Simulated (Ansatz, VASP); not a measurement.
Two plane-wave programs on Al

```
CELL_PARAMETERS angstrom
2.81442 0.00000 0.00000
-1.40721 2.43736 0.00000
0.00000 0.00000 9.24105
ATOMIC_POSITIONS crystal
Al 0.76764 0.75096 0.00000
Al 0.33333 0.66667 0.25000
Al 0.23236 0.24904 0.50000
Al 0.66667 0.33333 0.75000
```

Change from the starting cell: mode 4 frozen in at -0.303 Å and mode 5 at -0.607 Å (largest displacements).

Alike in both runs: task single point; functional PBE; dispersion D3(BJ); k mesh 18 × 18 × 4; occupations gaussian, width 0.15 eV; no spin polarisation.

|  | VASP | Ansatz |
| --- | --- | --- |
| version | VASP 6.6.1 | Ansatz 0.2.0 |
| potentials or method | VASP PAW PBE potentials, release 64 (Al), cutoff 520 eV | scalar-relativistic, plane waves, PAW |
| valence electrons in the cell | 12 | 12 |

```tsv
	VASP	Ansatz	Ansatz less VASP
gap on the k mesh at the Fermi level (eV)	none	none	-
pressure (GPa)	3.6	3.6	0.00
traceless stress, the component that is largest in VASP (GPa)	5.94	5.93	-0.005
rms of the force components (eV/Å)	0.327	0.327	0.0000
```

Atom by atom the forces differ by 0.000 eV/Å (rms over components). A gap of «none» marks a metal or a gap that the smearing closes.
